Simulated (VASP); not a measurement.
Write the native input for VASP 6.6.1 that does the following.

```yaml
Task: single point
Functional: PBEsol
Potentials_or_basis: VASP PAW PBE potentials, release 64 (Cd, Se)
Cutoff: 500 eV
k_mesh: 6 × 6 × 6
Occupations: fermi-dirac, width 0.05 eV
Spin: no spin polarisation
Dipole_correction: no
Further_INCAR_settings: ALGO = Normal; EDIFF = 1e-06; NBANDS = 16
```

The structure of CdSe lies in POSCAR:

```
CdSe
1.0
    0.0000000000      2.9303244279      2.9303244279
    2.9303244279      0.0000000000      2.9303244279
    2.9303244279      2.9303244279      0.0000000000
Cd Se
1 1
Direct
    0.0000000000      0.0000000000      0.0000000000
    0.5000000000      0.5000000000      0.5000000000
```

These files were run (other wordings do the same):

INCAR

```
SYSTEM = CdSe
PREC = Accurate
ENCUT = 500
EDIFF = 1E-6
ISMEAR = -1
SIGMA = 0.05
LREAL = .FALSE.
LASPH = .TRUE.
NELM = 120
ALGO = Normal
ISIF = 2
LWAVE = .FALSE.
LCHARG = .FALSE.
GGA = PS
NBANDS = 16
GGA_COMPAT = .FALSE.
```

KPOINTS

```
Automatic mesh
0
G
  6 6 6
  0 0 0
```

Potentials or basis: VASP PAW PBE potentials, release 64 (Cd, Se).

The run is started by

```sh
$ cat potpaw_PBE.64/Cd/POTCAR potpaw_PBE.64/Se/POTCAR > POTCAR
$ mpirun -np 1 vasp_std > vasp.out
```

Results of the run:

```
Pressure               : -6.1 GPa
Band gap on the k mesh : zero (band 9 reaches 1.60 eV, above the bottom of band 10 at 1.11 eV)
```

Caveat: the PAW data sets were made with another functional, which shifts forces and pressure a little.

It took 18 s on 1 thread of Intel(R) Xeon(R) Platinum 8375C CPU @ 2.90GHz (Ice Lake), on a shared host, peak memory 0.17 GiB.
